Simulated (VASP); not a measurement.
# KCl (Sylvite) (Fm-3m) in VASP: notebook, part 2 of 2

VASP 6.6.1. Earlier steps stand in the parts before.

### Step 3. Single point, r2SCAN (volume scaled by 0.840)

Input file POSCAR:

```
KCl
1.0
    0.0000000000      2.9684305779      2.9684305779
    2.9684305779      0.0000000000      2.9684305779
    2.9684305779      2.9684305779      0.0000000000
K Cl
1 1
Direct
    0.0000000000      0.0000000000      0.0000000000
    0.5000000000      0.5000000000      0.5000000000
```

Input file INCAR.step1:

```
PREC = Accurate
ENCUT = 520
ISMEAR = 0
SIGMA = 0.05
LREAL = False
LASPH = True
NELM = 80
NBANDS = 15
GGA = PE
ALGO = Normal
EDIFF = 1E-4
LWAVE = True
LCHARG = False
```

Input file INCAR.step2:

```
PREC = Accurate
ENCUT = 520
EDIFF = 1E-7
ISMEAR = 0
SIGMA = 0.05
LREAL = False
LASPH = True
NELM = 80
ALGO = Normal
ISIF = 2
LWAVE = False
LCHARG = False
METAGGA = R2SCAN
LMIXTAU = True
NBANDS = 15
ISTART = 1
```

Input file KPOINTS:

```
regular mesh
0
Gamma
  6 6 6
```

Potentials or basis: VASP PAW PBE potentials, release 64 (K_sv, Cl).

Run with:

```bash
$ cat potpaw_PBE.64/K_sv/POTCAR potpaw_PBE.64/Cl/POTCAR > POTCAR
$ cp INCAR.step1 INCAR
$ mpirun -np 1 vasp_std > vasp.out
$ cp INCAR.step2 INCAR
$ mpirun -np 1 vasp_std > vasp.out
```

OUTCAR:

```text
PREC = Accurate
   ENCUT = 520
   EDIFF = 1E-7
   ISMEAR = 0
   LREAL = False
   LASPH = True
   NELM = 80
   ISIF = 2
   METAGGA = R2SCAN
   ISTART = 1

 ion  position               nearest neighbor table
   1  0.000  0.000  0.000-   2 2.97   2 2.97   2 2.97   2 2.97   2 2.97   2 2.97
   2  0.500  0.500  0.500-   1 2.97   1 2.97   1 2.97   1 2.97   1 2.97   1 2.97

  LATTYP: Found a face centered cubic cell.
 ALAT       =     5.9368611558

  Lattice vectors:

 A1 = (   0.0000000000,   2.9684305779,   2.9684305779)
 A2 = (   2.9684305779,   0.0000000000,   2.9684305779)
 A3 = (   2.9684305779,   2.9684305779,   0.0000000000)

Analysis of symmetry for initial positions (statically):
=====================================================================
 Subroutine PRICEL returns:
 Original cell was already a primitive cell.

 Routine SETGRP: Setting up the symmetry group for a
 face centered cubic supercell.

 Subroutine GETGRP returns: Found 48 space group operations
 (whereof 48 operations were pure point group operations)
 out of a pool of 48 trial point group operations.

The static configuration has the point symmetry O_h .

Analysis of symmetry for dynamics (positions and initial velocities):
=====================================================================
 Subroutine PRICEL returns:
 Original cell was already a primitive cell.

 Routine SETGRP: Setting up the symmetry group for a
 face centered cubic supercell.

 Subroutine GETGRP returns: Found 48 space group operations
 (whereof 48 operations were pure point group operations)
 out of a pool of 48 trial point group operations.

The dynamic configuration has the point symmetry O_h .

 Subroutine INISYM returns: Found 48 space group operations
 (whereof 48 operations are pure point group operations),
 and found     1 'primitive' translations

----------------------------------------------------------------------------------------

                                     Primitive cell

  volume of cell :      52.3131

[... 108 lines left out ...]
   LEPSILON=     F    determine dielectric tensor
   LRPA    =     F    only Hartree local field effects (RPA)
 non-spin polarized calculation
 Gauss-broadening in eV      SIGMA  =   0.05
  energy-cutoff  :      520.00
  volume of cell :       52.31
 maximum number of plane-waves:      1420
   NGX = 15   NGY = 15   NGZ = 15

 number of electron      15.9999999 magnetization

 Free energy of the ion-electron system (eV)
  ---------------------------------------------------
  ext. energy  EPLUGINS =         0.00000000
  ---------------------------------------------------
  free energy    TOTEN  =       -16.36702681 eV

  energy without entropy =      -16.36702681  energy(sigma->0) =      -16.36702681

 E-fermi :  -1.2392     XC(G=0):  -8.7611

 val. band max:       -1.4659629737   @ k =   0.0000   0.0000   0.0000
 cond. band min:       5.0593678112   @ k =   0.0000   0.0000   0.0000
 fundamental gap:      6.5253307849
 Fermi energy:        -1.2392094444

 k-point     1 :       0.0000    0.0000    0.0000
  band No.  band energies     occupation
      1     -29.3563      2.00000
      2     -14.3714      2.00000
      3     -12.0491      2.00000
      4     -12.0491      2.00000
      5     -12.0491      2.00000
      6      -1.4660      2.00000
      7      -1.4660      2.00000
      8      -1.4660      2.00000
      9       5.0594      0.00000
     10       7.5764      0.00000
     11       7.5764      0.00000
     12       7.5764      0.00000
     13       8.7262      0.00000
     14       8.7262      0.00000
[... 257 lines left out ...]
      2     -14.3300      2.00000
      3     -12.2828      2.00000
      4     -12.1982      2.00000
      5     -11.9710      2.00000
      6      -2.1450      2.00000
      7      -2.0390      2.00000
      8      -1.8942      2.00000
      9       6.2896      0.00000
     10       8.5575      0.00000
     11       9.3587      0.00000
     12      10.3454      0.00000
     13      11.0003      0.00000
     14      11.7270      0.00000
     15      12.6939      0.00000

------------------------ aborting loop because EDIFF is reached ----------------------------------------

  FORCE on cell =-STRESS in cart. coord.  units (eV):
  Direction    XX          YY          ZZ          XY          YZ          ZX
  --------------------------------------------------------------------------------------
  -------------------------------------------------------------------------------------
  Total        1.6902802      1.6902802      1.6902802      0.0000000      0.0000000      0.0000000
  in kB       51.7676672     51.7676672     51.7676672      0.0000000      0.0000000      0.0000000
  external PRESSURE =      51.7676672 kB  Pullay stress =       0.0000000 kB

 VOLUME and BASIS-vectors are now :
 -----------------------------------------------------------------------------
  energy-cutoff  :      520.00
  volume of cell :       52.31
      direct lattice vectors                 reciprocal lattice vectors
     0.000000000  2.968430578  2.968430578    -0.168439176  0.168439176  0.168439176
     2.968430578  0.000000000  2.968430578     0.168439176 -0.168439176  0.168439176
     2.968430578  2.968430578  0.000000000     0.168439176  0.168439176 -0.168439176

 POSITION                                       TOTAL-FORCE (eV/Angst)
 -----------------------------------------------------------------------------------
      0.00000      0.00000      0.00000        -0.000000      0.000000     -0.000000
      2.96843      2.96843      2.96843         0.000000     -0.000000      0.000000
 -----------------------------------------------------------------------------------
    total drift:                                0.000000     -0.000000     -0.000000

  FREE ENERGIE OF THE ION-ELECTRON SYSTEM (eV)
  ---------------------------------------------------
  free  energy   TOTEN  =       -16.3670268074 eV

  energy  without entropy=      -16.3670268074  energy(sigma->0) =      -16.36702681
```

OUTCAR.step1:

```text
PREC = Accurate
   ENCUT = 520
   ISMEAR = 0
   LREAL = False
   LASPH = True
[... 498 lines left out ...]
      0.00000      0.00000      0.00000         0.000000      0.000000      0.000000
      2.96843      2.96843      2.96843         0.000000     -0.000000     -0.000000
 -----------------------------------------------------------------------------------
    total drift:                                0.000000     -0.000000     -0.000000

  FREE ENERGIE OF THE ION-ELECTRON SYSTEM (eV)
  ---------------------------------------------------
  free  energy   TOTEN  =        -6.6127698445 eV

  energy  without entropy=       -6.6127698445  energy(sigma->0) =       -6.61276984
```

Wall time 1.7 min (1 thread of AMD EPYC 7R43 (Zen 3), shared host); peak memory 0.14 GiB.

Results:

```yaml
Free_energy: -16.3670 eV
Pressure: 5.2 GPa
Band_gap_on_the_k_mesh: 6.53 eV, direct
```

Caveat: the PAW data sets were made with another functional, which shifts forces and pressure a little. A k mesh can miss the band edges.

### Step 4. Single point, r2SCAN (volume scaled by 0.880)

Input file POSCAR:

```
KCl
1.0
    0.0000000000      3.0148197985      3.0148197985
    3.0148197985      0.0000000000      3.0148197985
    3.0148197985      3.0148197985      0.0000000000
K Cl
1 1
Direct
    0.0000000000      0.0000000000      0.0000000000
    0.5000000000      0.5000000000      0.5000000000
```

Input file INCAR.step1:

```
  ALGO = Normal
  EDIFF = 1E-4
  ENCUT = 520
  GGA = PE
  ISMEAR = 0
  LASPH = True
  LCHARG = False
  LREAL = False
  LWAVE = True
  NBANDS = 15
  NELM = 60
  PREC = Accurate
  SIGMA = 0.05
```

Input file INCAR.step2:

```
  ALGO = Normal
  EDIFF = 1E-6
  ENCUT = 520
  ISIF = 2
  ISMEAR = 0
  ISTART = 1
  LASPH = True
  LCHARG = False
  LMIXTAU = True
  LREAL = False
  LWAVE = False
  METAGGA = R2SCAN
  NBANDS = 15
  NELM = 60
  PREC = Accurate
  SIGMA = 0.05
```

Input file KPOINTS:

```
k-points
0
Gamma
  6 6 6
```

Potentials or basis: VASP PAW PBE potentials, release 64 (K_sv, Cl).

Run with:

```bash
$ cat potpaw_PBE.64/K_sv/POTCAR potpaw_PBE.64/Cl/POTCAR > POTCAR
$ cp INCAR.step1 INCAR
$ mpirun -np 1 vasp_std > vasp.out
$ cp INCAR.step2 INCAR
$ mpirun -np 1 vasp_std > vasp.out
```

OUTCAR:

```text
EDIFF = 1E-6
   ENCUT = 520
   ISIF = 2
   ISMEAR = 0
   ISTART = 1
   LASPH = True
   LREAL = False
   METAGGA = R2SCAN
   NELM = 60
   PREC = Accurate

 ion  position               nearest neighbor table
   1  0.000  0.000  0.000-   2 3.01   2 3.01   2 3.01   2 3.01   2 3.01   2 3.01
   2  0.500  0.500  0.500-   1 3.01   1 3.01   1 3.01   1 3.01   1 3.01   1 3.01

  LATTYP: Found a face centered cubic cell.
 ALAT       =     6.0296395970

  Lattice vectors:

 A1 = (   0.0000000000,   3.0148197985,   3.0148197985)
 A2 = (   3.0148197985,   0.0000000000,   3.0148197985)
 A3 = (   3.0148197985,   3.0148197985,   0.0000000000)

Analysis of symmetry for initial positions (statically):
=====================================================================
 Subroutine PRICEL returns:
 Original cell was already a primitive cell.

 Routine SETGRP: Setting up the symmetry group for a
 face centered cubic supercell.

 Subroutine GETGRP returns: Found 48 space group operations
 (whereof 48 operations were pure point group operations)
 out of a pool of 48 trial point group operations.

The static configuration has the point symmetry O_h .

Analysis of symmetry for dynamics (positions and initial velocities):
=====================================================================
 Subroutine PRICEL returns:
 Original cell was already a primitive cell.

 Routine SETGRP: Setting up the symmetry group for a
 face centered cubic supercell.

 Subroutine GETGRP returns: Found 48 space group operations
 (whereof 48 operations were pure point group operations)
 out of a pool of 48 trial point group operations.

The dynamic configuration has the point symmetry O_h .

 Subroutine INISYM returns: Found 48 space group operations
 (whereof 48 operations are pure point group operations),
 and found     1 'primitive' translations

----------------------------------------------------------------------------------------

[... 112 lines left out ...]
   LEPSILON=     F    determine dielectric tensor
   LRPA    =     F    only Hartree local field effects (RPA)
 non-spin polarized calculation
 Gauss-broadening in eV      SIGMA  =   0.05
  energy-cutoff  :      520.00
  volume of cell :       54.80
 maximum number of plane-waves:      1492
   NGX = 15   NGY = 15   NGZ = 15

 number of electron      16.0000000 magnetization

 Free energy of the ion-electron system (eV)
  ---------------------------------------------------
  ext. energy  EPLUGINS =         0.00000000
  ---------------------------------------------------
  free energy    TOTEN  =       -16.43434856 eV

  energy without entropy =      -16.43434856  energy(sigma->0) =      -16.43434856

 E-fermi :  -1.4904     XC(G=0):  -8.5414

 val. band max:       -1.7005709379   @ k =   0.0000   0.0000   0.0000
 cond. band min:       4.6238919771   @ k =   0.0000   0.0000   0.0000
 fundamental gap:      6.3244629150
 Fermi energy:        -1.4904400513

 k-point     1 :       0.0000    0.0000    0.0000
  band No.  band energies     occupation
      1     -29.6807      2.00000
      2     -14.5362      2.00000
      3     -12.3742      2.00000
      4     -12.3741      2.00000
      5     -12.3741      2.00000
      6      -1.7006      2.00000
      7      -1.7006      2.00000
      8      -1.7006      2.00000
      9       4.6239      0.00000
     10       7.3528      0.00000
     11       7.3528      0.00000
     12       7.3528      0.00000
     13       8.4732      0.00000
     14       8.4732      0.00000
[... 257 lines left out ...]
      2     -14.4939      2.00000
      3     -12.5695      2.00000
      4     -12.4990      2.00000
      5     -12.3061      2.00000
      6      -2.3567      2.00000
      7      -2.2282      2.00000
      8      -2.1131      2.00000
      9       6.0744      0.00000
     10       8.1949      0.00000
     11       8.9005      0.00000
     12       9.9173      0.00000
     13      10.5934      0.00000
     14      11.3191      0.00000
     15      12.1748      0.00000

------------------------ aborting loop because EDIFF is reached ----------------------------------------

  FORCE on cell =-STRESS in cart. coord.  units (eV):
  Direction    XX          YY          ZZ          XY          YZ          ZX
  --------------------------------------------------------------------------------------
  -------------------------------------------------------------------------------------
  Total        1.1555559      1.1555559      1.1555559      0.0000000      0.0000000     -0.0000000
  in kB       33.7821636     33.7821636     33.7821636      0.0000000      0.0000000     -0.0000000
  external PRESSURE =      33.7821636 kB  Pullay stress =       0.0000000 kB

 VOLUME and BASIS-vectors are now :
 -----------------------------------------------------------------------------
  energy-cutoff  :      520.00
  volume of cell :       54.80
      direct lattice vectors                 reciprocal lattice vectors
     0.000000000  3.014819799  3.014819799    -0.165847392  0.165847392  0.165847392
     3.014819799  0.000000000  3.014819799     0.165847392 -0.165847392  0.165847392
     3.014819799  3.014819799  0.000000000     0.165847392  0.165847392 -0.165847392

 POSITION                                       TOTAL-FORCE (eV/Angst)
 -----------------------------------------------------------------------------------
      0.00000      0.00000      0.00000         0.000000      0.000000     -0.000000
      3.01482      3.01482      3.01482        -0.000000     -0.000000      0.000000
 -----------------------------------------------------------------------------------
    total drift:                                0.000000     -0.000000     -0.000000

  FREE ENERGIE OF THE ION-ELECTRON SYSTEM (eV)
  ---------------------------------------------------
  free  energy   TOTEN  =       -16.4343485563 eV

  energy  without entropy=      -16.4343485563  energy(sigma->0) =      -16.43434856
```

OSZICAR.step1:

```text
N       E                     dE             d eps       ncg     rms          rms(c)
DAV:   1     0.104663074225E+03    0.10466E+03   -0.72093E+03   480   0.969E+02
DAV:   2    -0.910831242091E+00   -0.10557E+03   -0.97944E+02   607   0.251E+02
DAV:   3    -0.673101821245E+01   -0.58202E+01   -0.57881E+01   641   0.514E+01
DAV:   4    -0.695686041786E+01   -0.22584E+00   -0.22574E+00   728   0.930E+00
DAV:   5    -0.695854907915E+01   -0.16887E-02   -0.16886E-02   641   0.928E-01    0.414E+00
DAV:   6    -0.669359793169E+01    0.26495E+00   -0.38003E-01   592   0.336E+00    0.336E+00
DAV:   7    -0.668146918367E+01    0.12129E-01   -0.10403E-01   627   0.191E+00    0.183E+00
DAV:   8    -0.669217488853E+01   -0.10706E-01   -0.14433E-02   586   0.951E-01    0.194E-01
DAV:   9    -0.669263812489E+01   -0.46324E-03   -0.52848E-04   655   0.150E-01    0.959E-02
DAV:  10    -0.669318519697E+01   -0.54707E-03   -0.59006E-04   529   0.149E-01    0.234E-02
DAV:  11    -0.669319224705E+01   -0.70501E-05   -0.20358E-05   457   0.339E-02
   1 F= -.66931922E+01 E0= -.66931922E+01  d E =-.180052E-13
```

Wall time 83 s (1 thread of AMD EPYC 7R43 (Zen 3), shared host); peak memory 0.15 GiB.

Results:

```yaml
Free_energy: -16.4343 eV
Pressure: 3.4 GPa
Band_gap_on_the_k_mesh: 6.32 eV, direct
```

Caveat: the PAW data sets were made with another functional, which shifts forces and pressure a little.

### Step 5. Single point, r2SCAN (volume scaled by 0.920)

Input file POSCAR:

```
KCl
1.0
    0.0000000000      3.0598237439      3.0598237439
    3.0598237439      0.0000000000      3.0598237439
    3.0598237439      3.0598237439      0.0000000000
K Cl
1 1
Direct
    0.0000000000      0.0000000000      0.0000000000
    0.5000000000      0.5000000000      0.5000000000
```

Input file INCAR.step1:

```
PREC = Accurate
ENCUT = 520
ISMEAR = 0
SIGMA = 0.05
LREAL = F
LASPH = T
NELM = 100
NBANDS = 15
GGA = PE
ALGO = Normal
EDIFF = 1E-4
LWAVE = T
LCHARG = F
```

Input file INCAR.step2:

```
PREC = Accurate
ENCUT = 520
EDIFF = 1E-6
ISMEAR = 0
SIGMA = 0.05
LREAL = F
LASPH = T
NELM = 100
ALGO = Normal
ISIF = 2
LWAVE = F
LCHARG = F
METAGGA = R2SCAN
LMIXTAU = T
NBANDS = 15
ISTART = 1
```

Input file KPOINTS:

```
regular mesh
0
Gamma
  6 6 6
```

Run with:

```bash
$ cat potpaw_PBE.64/K_sv/POTCAR potpaw_PBE.64/Cl/POTCAR > POTCAR
$ cp INCAR.step1 INCAR
$ mpirun -np 1 vasp_std > vasp.out
$ cp INCAR.step2 INCAR
$ mpirun -np 1 vasp_std > vasp.out
```

It took 83 s on 1 thread of AMD EPYC 7R43 (Zen 3), shared host; peak memory 0.15 GiB.

The run converged. Its results:

* Free energy: -16.4766 eV
* Pressure: 2.0 GPa
* Band gap on the k mesh: 6.14 eV, direct

Levels at points of the mesh, in eV from the valence-band top:
```csv
k point,band 4,band 5,band 6,band 7,band 8,band 9,band 10,band 11,band 12,band 13
"(0.00, 0.00, 0.00)",-10.77,-10.77,0.00,0.00,0.00,6.14,9.05,9.05,9.05,10.15
"(0.50, 0.00, 0.00)",-10.78,-10.49,-1.20,-0.39,-0.39,8.38,9.57,11.59,11.59,12.47
"(0.50, 0.50, 0.00)",-10.84,-10.84,-0.72,-0.24,-0.24,6.94,9.62,11.22,11.26,11.90
```

Caveat: the PAW data sets were made with another functional, which shifts forces and pressure a little.

### Step 6. Overview

```csv
cell,gap on the mesh (eV),pressure (GPa)
"a = 4.130 Å, angles 60.0°, 2 atoms",6.70,7.5
"a = 4.198 Å, angles 60.0°, 2 atoms",6.53,5.2
"a = 4.264 Å, angles 60.0°, 2 atoms",6.32,3.4
"a = 4.327 Å, angles 60.0°, 2 atoms",6.14,2.0
```

Alike in all rows: task single point; level r2SCAN; potentials or basis VASP PAW PBE potentials, release 64 (K_sv, Cl); no spin polarisation; k mesh 6 × 6 × 6; cutoff (eV) 520; smearing gaussian 0.05 eV.

Caveats: the PAW data sets were made with another functional, which shifts forces and pressure a little.

Absolute energies hang on the potentials; compare differences alone.
